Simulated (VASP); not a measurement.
# W (Pbcm) in VASP: settings compared, part 2 of 2

VASP 6.6.1. The steps go on from the part before.

**3. Single point, PBE**

This run uses another cell than the first one, of 17.83 Å³/atom.

File INCAR:

```
PREC = Accurate
ENCUT = 520
EDIFF = 1E-7
ISMEAR = -1
SIGMA = 0.05
LREAL = F
LASPH = T
NELM = 80
ALGO = Fast
ISIF = 2
LWAVE = F
LCHARG = F
GGA = PE
NBANDS = 36
```

File KPOINTS:

```
regular mesh
0
Gamma
  9 6 6
```

File POSCAR:

```
W
1.0
    2.8647674019      0.0000000000      0.0000000000
    0.0000000000      4.9592642186      0.0000000000
    0.0000000000      0.0000000000      5.0202625557
W
4
Direct
    0.7931720000      0.9368430000      0.7500000000
    0.2068280000      0.4368430000      0.7500000000
    0.2068280000      0.0631570000      0.2500000000
    0.7931720000      0.5631570000      0.2500000000
```

Potentials or basis: VASP PAW PBE potentials, release 64 (W_sv).

On the command line:

```sh
> cat potpaw_PBE.64/W_sv/POTCAR > POTCAR
> mpirun -np 1 vasp_std > vasp.out
```

OUTCAR:

```text
PREC = Accurate
   ENCUT = 520
   EDIFF = 1E-7
   ISMEAR = -1
   LREAL = F
   LASPH = T
   NELM = 80
   ISIF = 2
   GGA = PE

 ion  position               nearest neighbor table
   1  0.793  0.937  0.750-   2 2.75   2 2.75   3 2.85   3 2.85   2 3.00   2 3.00   3 3.08   3 3.08
                             4 3.12   4 3.12
   2  0.207  0.437  0.750-   1 2.75   1 2.75   4 2.85   4 2.85   1 3.00   1 3.00   4 3.08   4 3.08
                             3 3.12   3 3.12
   3  0.207  0.063  0.250-   4 2.75   4 2.75   1 2.85   1 2.85   4 3.00   4 3.00   1 3.08   1 3.08
                             2 3.12   2 3.12
   4  0.793  0.563  0.250-   3 2.75   3 2.75   2 2.85   2 2.85   3 3.00   3 3.00   2 3.08   2 3.08
                             1 3.12   1 3.12

  LATTYP: Found a simple orthorhombic cell.
 ALAT       =     2.8647674019
 B/A-ratio  =     1.7311228183
 C/A-ratio  =     1.7524154151

  Lattice vectors:

 A1 = (   2.8647674019,   0.0000000000,   0.0000000000)
 A2 = (   0.0000000000,   4.9592642186,   0.0000000000)
 A3 = (   0.0000000000,   0.0000000000,   5.0202625557)

Analysis of symmetry for initial positions (statically):
=====================================================================
 Subroutine PRICEL returns:
 Original cell was already a primitive cell.

 Routine SETGRP: Setting up the symmetry group for a
 simple orthorhombic supercell.

 Subroutine GETGRP returns: Found  8 space group operations
 (whereof  2 operations were pure point group operations)
 out of a pool of  8 trial point group operations.

The static configuration has the point symmetry S_2 .
 The point group associated with its full space group is D_2h.

Analysis of symmetry for dynamics (positions and initial velocities):
=====================================================================
 Subroutine PRICEL returns:
[... 131 lines left out ...]
   IALGO  =     68    algorithm
   IMIX   =      4    mixing-type and parameters
     AMIX     =   0.40;   BMIX     =  1.00
     AMIX_MAG =   1.60;   BMIX_MAG =  1.00
  volume/ion in A,a.u.               =      17.83       120.33
  Fermi-wavevector in a.u.,A,eV,Ry     =   1.510288  2.854031 31.034486  2.280970
  Thomas-Fermi vector in A             =   2.620498
   LORBIT       =      0    0 simple, 1 ext, 2 COOP (PROOUT), +10 PAW based schemes
   GGA     = PE    functional components
   LHFCALC =     F    Hartree Fock is set to
   AEXX    =    0.0000 exact exchange contribution
   IVDW    =     0    specifies the selected vdW correction
   LEPSILON=     F    determine dielectric tensor
   LRPA    =     F    only Hartree local field effects (RPA)
 non-spin polarized calculation
 RMM-DIIS sequential band-by-band and
  energy-cutoff  :      520.00
  volume of cell :       71.32
 maximum number of plane-waves:      1959
 NGX is ok and might be reduce to    24
   NGX = 11   NGY = 19   NGZ = 19

 number of electron      55.9999994 magnetization

 Free energy of the ion-electron system (eV)
  ---------------------------------------------------
  ext. energy  EPLUGINS =         0.00000000
  ---------------------------------------------------
  free energy    TOTEN  =       -49.60338139 eV

  energy without entropy =      -49.57525971  energy(sigma->0) =      -49.58932055

 E-fermi :   9.5448     XC(G=0): -12.9568

 val. band max:        9.5414070946   @ k =   0.2222   0.3333   0.3333
 cond. band min:       9.5499812826   @ k =   0.2222   0.1667   0.0000
 fundamental gap:      0.0085741880
 Fermi energy:         9.5447931396

 k-point     1 :       0.0000    0.0000    0.0000
  band No.  band energies     occupation
      1     -64.4243      2.00000
      2     -64.3659      2.00000
      3     -64.3399      2.00000
      4     -64.3026      2.00000
      5     -29.0569      2.00000
      6     -29.0239      2.00000
[... 925 lines left out ...]
     35      12.3961      0.00000
     36      13.0047      0.00000

 [... further k-points ...]

------------------------ aborting loop because EDIFF is reached ----------------------------------------

  FORCE on cell =-STRESS in cart. coord.  units (eV):
  Direction    XX          YY          ZZ          XY          YZ          ZX
  --------------------------------------------------------------------------------------
  -------------------------------------------------------------------------------------
  Total       -7.2822812     -7.4919250     -6.8429860      0.0000000      0.0000000      0.0000000
  in kB     -163.5855661   -168.2949011   -153.7174575      0.0000000      0.0000000      0.0000000
  external PRESSURE =    -161.8659749 kB  Pullay stress =       0.0000000 kB

 VOLUME and BASIS-vectors are now :
 -----------------------------------------------------------------------------
  energy-cutoff  :      520.00
  volume of cell :       71.32
      direct lattice vectors                 reciprocal lattice vectors
     2.864767402  0.000000000  0.000000000     0.349068479  0.000000000  0.000000000
     0.000000000  4.959264219  0.000000000     0.000000000  0.201642816  0.000000000
     0.000000000  0.000000000  5.020262556     0.000000000  0.000000000  0.199192769

 POSITION                                       TOTAL-FORCE (eV/Angst)
 -----------------------------------------------------------------------------------
      2.27225      4.64605      3.76520         0.151095      0.069362      0.000000
      0.59251      2.16642      3.76520        -0.151095      0.069362      0.000000
      0.59251      0.31321      1.25507        -0.151095     -0.069362      0.000000
      2.27225      2.79284      1.25507         0.151095     -0.069362      0.000000
 -----------------------------------------------------------------------------------
    total drift:                                0.000000      0.000000     -0.000000

  FREE ENERGIE OF THE ION-ELECTRON SYSTEM (eV)
  ---------------------------------------------------
  free  energy   TOTEN  =       -49.6033813924 eV

  energy  without entropy=      -49.5752597055  energy(sigma->0) =      -49.58932055
```

OSZICAR:

```text
N       E                     dE             d eps       ncg     rms          rms(c)
DAV:   1     0.718123567976E+03    0.71812E+03   -0.33391E+04  5760   0.180E+03
DAV:   2    -0.150765759757E+02   -0.73320E+03   -0.71980E+03  6044   0.570E+02
DAV:   3    -0.512218342452E+02   -0.36145E+02   -0.34772E+02  6984   0.122E+02
DAV:   4    -0.522184068751E+02   -0.99657E+00   -0.98126E+00  6908   0.187E+01
[... 13 lines left out ...]
RMM:  18    -0.496033819900E+02    0.73159E-05   -0.50767E-05  9737   0.448E-02    0.123E-02
RMM:  19    -0.496033833735E+02   -0.13834E-05   -0.27198E-06  7025   0.110E-02    0.221E-02
RMM:  20    -0.496033821628E+02    0.12106E-05   -0.94091E-07  6635   0.659E-03    0.172E-02
RMM:  21    -0.496033814203E+02    0.74255E-06   -0.10386E-06  6406   0.628E-03    0.106E-02
RMM:  22    -0.496033813924E+02    0.27828E-07   -0.10882E-07  4369   0.181E-03
   1 F= -.49603381E+02 E0= -.49589321E+02  d E =-.281217E-01
```

Wall time 5.7 min (1 thread of Intel Xeon 8259CL, shared host); peak memory 0.29 GiB.

What came out:

| Property | Result |
| --- | --- |
| Free energy | -49.6034 eV |
| Pressure | -16.2 GPa |
| Largest force | 0.166 eV/Å |
| Band gap on the k mesh | zero (bands 28 and 29 overlap by 1.12 eV) |

Forces on the atoms (eV/Å):
```
W    0.151  0.069  0.000
W   -0.151  0.069  0.000
W   -0.151 -0.069  0.000
W    0.151 -0.069  0.000
```

Stress tensor (GPa, compression positive):
```
-16.36   0.00   0.00
  0.00 -16.83   0.00
  0.00   0.00 -15.37
```

Levels at points of the mesh, in eV from the Fermi level:
| k point | band 26 | band 27 | band 28 | band 29 | band 30 | band 31 |
| --- | --- | --- | --- | --- | --- | --- |
| (0.00, 0.00, 0.00) | -0.35 | -0.34 | -0.33 | -0.28 | -0.17 | 0.52 |
| (0.00, 0.50, 0.00) | -1.36 | 0.27 | 0.27 | 0.34 | 0.34 | 0.81 |
| (0.00, 0.00, 0.50) | -0.73 | -0.11 | -0.11 | 0.56 | 0.56 | 1.67 |
| (0.00, 0.50, 0.50) | -1.13 | -1.13 | -1.13 | 1.56 | 1.56 | 1.56 |

Caveat: the cell stands under tension; spin-orbit coupling is left out, which moves the levels of the heavy elements.

**4. Single point, LDA**

This run uses another cell than the first one, of 15.81 Å³/atom.

File INCAR:

```
SYSTEM = W
PREC = Accurate
ENCUT = 520
EDIFF = 1E-7
ISMEAR = -1
SIGMA = 0.05
LREAL = .FALSE.
LASPH = .TRUE.
NELM = 100
ALGO = Fast
ISIF = 2
LWAVE = .FALSE.
LCHARG = .FALSE.
GGA = CA
NBANDS = 36
```

File KPOINTS:

```
regular mesh
0
G
  9 6 6
  0 0 0
```

File POSCAR:

```
W
1.0
    2.7523058654      0.0000000000      0.0000000000
    0.0000000000      4.7645794866      0.0000000000
    0.0000000000      0.0000000000      4.8231832256
W
4
Direct
    0.7931720000      0.9368430000      0.7500000000
    0.2068280000      0.4368430000      0.7500000000
    0.2068280000      0.0631570000      0.2500000000
    0.7931720000      0.5631570000      0.2500000000
```

Potentials or basis: VASP PAW LDA potentials, release 64 (W_sv).

On the command line:

```sh
> cat potpaw_LDA.64/W_sv/POTCAR > POTCAR
> mpirun -np 1 vasp_std > vasp.out
```

Run time: 3.6 min. Hardware: 1 thread of AMD EPYC 7R43 (Zen 3), shared host; peak memory 0.19 GiB.

Results (log left out):

```
Free energy            : -54.3834 eV
Pressure               : 3.3 GPa
Largest force          : 0.204 eV/Å
Band gap on the k mesh : zero (bands 28 and 29 overlap by 1.42 eV)
```

Forces in eV/Å, atoms in the order of the input:
```
W   -0.197  0.052  0.000
W    0.197  0.052  0.000
W    0.197 -0.052  0.000
W   -0.197 -0.052  0.000
```

Stress tensor (GPa, compression positive):
```
4.74 0.00 0.00
0.00 3.57 0.00
0.00 0.00 1.45
```

Levels at points of the mesh, in eV from the Fermi level:
```tsv
k point	band 24	band 25	band 26	band 27	band 28	band 29	band 30	band 31	band 32	band 33
(0.00, 0.00, 0.00)	-0.49	-0.47	-0.45	-0.37	-0.37	-0.34	0.11	0.53	1.62	2.58
(0.00, 0.50, 0.00)	-2.08	-1.57	-1.57	0.36	0.36	0.36	0.36	0.87	0.87	2.10
(0.00, 0.00, 0.50)	-2.23	-0.92	-0.92	-0.20	-0.20	0.87	0.87	1.87	1.87	3.45
(0.00, 0.50, 0.50)	-3.07	-1.19	-1.19	-1.19	-1.19	1.75	1.75	1.75	1.75	2.85
```

Caveat: the cell stands under pressure; spin-orbit coupling is left out, which moves the levels of the heavy elements.

**5. Overview**

```csv
level,potentials or basis,cell,further INCAR settings,gap on the mesh (eV),pressure (GPa),largest force (eV/Å)
PBE,"VASP PAW PBE potentials, release 64 (W_sv)","a = 2.847, b = 4.928, c = 4.988 Å, 4 atoms",ALGO = Fast; EDIFF = 1e-06; NBANDS = 36,none,-12.1,0.11
PBE,"VASP PAW PBE potentials, release 64 (W_sv)","a = 2.865, b = 4.959, c = 5.020 Å, 4 atoms",ALGO = Fast; EDIFF = 1e-07; NBANDS = 36,none,-16.2,0.17
LDA,"VASP PAW LDA potentials, release 64 (W_sv)","a = 2.752, b = 4.765, c = 4.823 Å, 4 atoms",ALGO = Fast; EDIFF = 1e-07; NBANDS = 36,none,3.3,0.20
```

Alike in all rows: task single point; no spin polarisation; k mesh 9 × 6 × 6; cutoff (eV) 520; smearing fermi-dirac 0.05 eV.

Caveats: spin-orbit coupling is left out, which moves the levels of the heavy elements; the cell stands under tension (at least some runs); the cell stands under pressure (at least some runs).

Total energies depend on the potentials used, so only differences within one code and one set of settings carry meaning.
